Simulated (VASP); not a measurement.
Wanted: the native input for a VASP 6.6.1 run.

* Task: single point
* Functional: PBE
* Potentials or basis: VASP PAW PBE potentials, release 64 (Fe)
* Cutoff: 520 eV
* k mesh: 12 × 12 × 12
* Occupations: gaussian, width 0.15 eV
* Spin: collinear spin, ferromagnetic start
* Starting moments: [2.44] μB
* Dipole correction: no
* Further INCAR settings: ALGO = Normal; EDIFF = 1e-07; NBANDS = 14

The structure of Fe lies in POSCAR:

```
Fe
1.0
   -1.3901519769      1.3901519769      1.3901519769
    1.3901519769     -1.3901519769      1.3901519769
    1.3901519769      1.3901519769     -1.3901519769
Fe
1
Direct
    0.0000000000      0.0000000000      0.0000000000
```

This cell differs from its parent crystal: volume 10.746 Å^3 an atom, c/a of the conventional cell 1.0000.

One way to write it, as run:

INCAR

```
  ALGO = Normal
  EDIFF = 1E-7
  ENCUT = 520
  GGA = PE
  ISIF = 2
  ISMEAR = 0
  ISPIN = 2
  LASPH = True
  LCHARG = False
  LMAXMIX = 4
  LORBIT = 11
  LREAL = False
  LWAVE = False
  MAGMOM = 2.44
  NBANDS = 14
  NELM = 150
  PREC = Accurate
  SIGMA = 0.15
```

KPOINTS

```
k-points
0
Gamma
  12 12 12
```

Potentials or basis: VASP PAW PBE potentials, release 64 (Fe).

Launch:

```bash
$ cat potpaw_PBE.64/Fe/POTCAR > POTCAR
$ mpirun -np 1 vasp_std > vasp.out
```

Results of the run:

The pressure is 11.2 GPa and the net moment is 2.07 μB per cell. The site moments are Fe +2.06 μB and the valence electrons inside the program's atomic spheres are Fe 7.39.

It took 35 s on 1 thread of Intel(R) Xeon(R) Platinum 8259CL CPU @ 2.50GHz (Skylake/Cascade Lake), with other jobs on the host, peak memory 0.13 GiB.
